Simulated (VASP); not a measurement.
# W: relaxation of cell and atoms with PBEsol

Crystal: W.

```
W
1.0
     0.00000    2.03000    2.03000
     2.03000    0.00000    2.03000
     2.03000    2.03000    0.00000
W
1
Direct
  0.00000 0.00000 0.00000
```

| Item | Value |
| --- | --- |
| Program | VASP 6.6.1 |
| Task | relaxation of cell and atoms |
| Functional | PBEsol |
| Potentials or basis | VASP PAW PBE potentials, release 64 (W_sv) |
| Cutoff | 600 eV |
| k mesh | 11 × 11 × 11 |
| Occupations | fermi-dirac, width 0.05 eV |
| Spin | no spin polarisation |
| Target pressure | 20 GPa |
| Dipole correction | no |
| Further INCAR settings | ALGO = Normal; EDIFF = 1e-06; IBRION = 2; EDIFFG = -0.005; NSW = 80; ISIF = 3 |

The relaxed volume is 15.15 Å³/atom. The relaxed cell is a = 2.777 Å, b = 2.777 Å, c = 2.777 Å, α = 60.00°, β = 60.00°, γ = 60.00° and the space group after relaxing (to 0.05 Å) is Fm-3m (No. 225). The energy change on relaxing (the enthalpy is what falls) is +24.9 meV/atom and the ionic steps are 5. The pressure after relaxing is 20.0 GPa. The band gap on the k mesh is zero (band 7 reaches 14.60 eV, above the bottom of band 8 at 10.77 eV).

Step by step:
| step | energy change (eV) | largest force (eV/Å) | pressure (GPa) | volume (Å³) |
| --- | --- | --- | --- | --- |
| 1 | 0.0000 | 0.0000 | -12.27 | 16.73 |
| 2 | 4.9278 | 0.0000 | 381.32 | 9.83 |
| 3 | -0.0025 | 0.0000 | 13.53 | 15.41 |
| 4 | 0.0146 | 0.0000 | 17.81 | 15.23 |
| 5 | 0.0249 | 0.0000 | 20.02 | 15.15 |

Final structure:
```xyz
1
Lattice="0.0000 1.9638 1.9638 1.9638 0.0000 1.9638 1.9638 1.9638 0.0000" Properties=species:S:1:pos:R:3 pbc="T T T"
W     0.0000    0.0000    0.0000
```

Levels at points of the mesh, in eV from the Fermi level:
```csv
k point,band 5,band 6,band 7,band 8,band 9,band 10
"(0.00, 0.00, 0.00)",-9.36,-0.62,-0.62,-0.62,2.87,2.87
```

Run time: 33 s on 1 thread of AMD EPYC 7R13 Processor (Zen 3), with other jobs on the host, peak memory 0.13 GiB.

Caveat: the cell is relaxed towards a set pressure, so the enthalpy falls and the energy may rise; the PAW data sets were made with another functional, which shifts forces and pressure a little; spin-orbit coupling is left out, which moves the levels of the heavy elements.
